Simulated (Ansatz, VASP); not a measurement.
## BAs in VASP and in Ansatz

```
CELL_PARAMETERS angstrom
0.00000 2.33974 2.33974
2.33974 0.00000 2.33974
2.33974 2.33974 0.00000
ATOMIC_POSITIONS crystal
As 0.75000 0.75000 0.75000
B 0.00000 0.00000 0.00000
```

Alike in both runs: task single point; functional r2SCAN; dispersion rVV10; k mesh 10 × 10 × 10; occupations fermi-dirac, width 0.05 eV; no spin polarisation.

|  | VASP | Ansatz |
| --- | --- | --- |
| version | VASP 6.6.1 | Ansatz 0.2.0 |
| potentials or method | VASP PAW PBE potentials, release 64 (As, B) | Ansatz PAW |
| plane-wave cutoff (eV) | 520 | 500 |
| valence electrons in the cell | 8 | 18 |

Ansatz gave:

- gap on the k mesh at the Fermi level (eV): 1.27
- least direct gap on the mesh (eV): 3.51
- pressure (GPa): 9.8

Problem. What did VASP give for the same quantities?

Solution. gap on the k mesh at the Fermi level (eV): 1.27; least direct gap on the mesh (eV): 3.51; pressure (GPa): 10.4.

VASP's potentials were made for PBE, not for r2SCAN. VASP's potentials hold 8 valence electrons a cell and Ansatz's 18, so a difference there can come from the potentials and not from the codes.
